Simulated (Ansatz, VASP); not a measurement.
**Na2Nb: VASP beside Ansatz**

File INCAR:

```
SYSTEM = Na2Nb
PREC = Accurate ; ENCUT = 520
EDIFF = 1E-7 ; ISMEAR = 0
SIGMA = 0.1 ; LREAL = .FALSE.
LASPH = .TRUE. ; NELM = 80
ALGO = Fast ; ISIF = 2
LWAVE = .FALSE. ; LCHARG = .FALSE.
GGA = PE ; NBANDS = 36
```

KPOINTS

```
Automatic mesh
0
G
  4 4 4
  0 0 0
```

Contents of POSCAR:

```
Na2Nb
1.0
    0.0000000000      3.8662135875      3.8662135875
    3.8662135875      0.0000000000      3.8662135875
    3.8662135875      3.8662135875      0.0000000000
Na Nb
4 2
Direct
    0.6250000000      0.6250000000      0.6250000000
    0.1250000000      0.6250000000      0.6250000000
    0.6250000000      0.6250000000      0.1250000000
    0.6250000000      0.1250000000      0.6250000000
    0.0000000000      0.0000000000      0.0000000000
    0.2500000000      0.2500000000      0.2500000000
```

Input for Ansatz:

```yaml
crystal:
  lattice:
    - [0.0, 3.8662135875, 3.8662135875]
    - [3.8662135875, 0.0, 3.8662135875]
    - [3.8662135875, 3.8662135875, 0.0]
  atoms:
    - { symbol: Na, position: [0.625, 0.625, 0.625] }
    - { symbol: Na, position: [0.125, 0.625, 0.625] }
    - { symbol: Na, position: [0.625, 0.625, 0.125] }
    - { symbol: Na, position: [0.625, 0.125, 0.625] }
    - { symbol: Nb, position: [0.0, 0.0, 0.0] }
    - { symbol: Nb, position: [0.25, 0.25, 0.25] }
basis:
  ecutwfc: 420
kpoints:
  mp_grid: { grid: [4, 4, 4] }
hamiltonian:
  xc: pbe
scf:
  occupations: { method: gaussian, width: 0.1 }
  lower_state_search: "off"
output:
  forces: true
  stress: true
  eigenvalues: true
```

Alike in both runs: task single point; functional PBE; k mesh 4 × 4 × 4; occupations gaussian, width 0.1 eV; no spin polarisation.

|  | VASP | Ansatz |
| --- | --- | --- |
| version | VASP 6.6.1 | Ansatz 0.2.0 |
| potentials or method | VASP PAW PBE potentials, release 64 (Na_pv, Nb_sv), cutoff 520 eV | scalar-relativistic, plane waves, PAW |
| valence electrons in the cell | 54 | 62 |

|  | VASP | Ansatz | Ansatz less VASP |
| --- | --- | --- | --- |
| gap on the k mesh at the Fermi level (eV) | none | none | - |
| pressure (GPa) | 6.3 | 6.3 | 0.00 |

A gap of «none» marks a metal or a gap that the smearing closes. The functional is the same, so the differences come from potentials, cutoffs and numerics. VASP's potentials hold 54 valence electrons a cell and Ansatz's 62, so a difference there can come from the potentials and not from the codes.
